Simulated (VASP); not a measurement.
A run of VASP 6.6.1 is set up as follows.

Contents of INCAR:

```
SYSTEM = HfPt2
ALGO     = Normal         ! electronic algorithm
EDIFF    = 1E-6           ! SCF threshold, eV
EDIFFG   = -0.04          ! ionic threshold
ENCUT    = 600            ! plane-wave cutoff, eV
GGA      = PE             ! functional
IBRION   = 2              ! ionic algorithm
ISIF     = 3              ! what is computed and relaxed
ISMEAR   = 0              ! smearing method
LASPH    = .TRUE.         ! aspherical terms in the spheres
LCHARG   = .FALSE.        ! write CHGCAR
LREAL    = .FALSE.        ! projectors in reciprocal space
LWAVE    = .FALSE.        ! write WAVECAR
NELM     = 100            ! most SCF steps
NSW      = 90             ! ionic steps
PREC     = Accurate       ! precision mode
SIGMA    = 0.1            ! smearing width, eV
```

KPOINTS

```
k-points
0
G
  6 6 6
  0 0 0
```

The input POSCAR:

```
HfPt2
1.0
    4.5111046770      0.0000000000      0.0000000000
   -2.2555523385      3.9067312495      0.0000000000
    0.0000000000      0.0000000000      2.8676666153
Hf Pt
1 2
Direct
    0.0000000000      0.0000000000      0.0000000000
    0.3333333333      0.6666666667      0.5000000000
    0.6666666667      0.3333333333      0.5000000000
```

Potentials or basis: VASP PAW PBE potentials, release 64 (Hf_pv, Pt).

Command:

```sh
$ cat potpaw_PBE.64/Hf_pv/POTCAR potpaw_PBE.64/Pt/POTCAR > POTCAR
$ mpirun -np 1 vasp_std > vasp.out
```

Estimate the space group after relaxing (to 0.1 Å).

P6/mmm (No. 191).

What does it give for the relaxed volume?

17.26 Å³/atom.

Predict the band gap on the k mesh.

zero (bands 15 and 16 overlap by 3.17 eV).

Predict the relaxed cell.

a = 4.606 Å, b = 4.606 Å, c = 2.818 Å, α = 90.00°, β = 90.00°, γ = 120.00°.

The path:
```csv
step,energy change (eV),largest force (eV/Å),pressure (GPa),volume (Å³)
1,0.0000,0.0000,6.51,50.54
2,0.1311,0.0000,-12.66,55.63
3,-0.0715,0.0000,-2.11,52.37
4,-0.0716,0.0000,-1.89,52.32
5,-0.0748,0.0000,1.30,51.36
6,-0.0806,0.0000,-0.16,51.78
```

Caveat: the k points lie up to 0.37 Å⁻¹ apart in the final cell, too coarse for converged energies and pressures of a metal; spin-orbit coupling is left out, which moves the levels of the heavy elements.
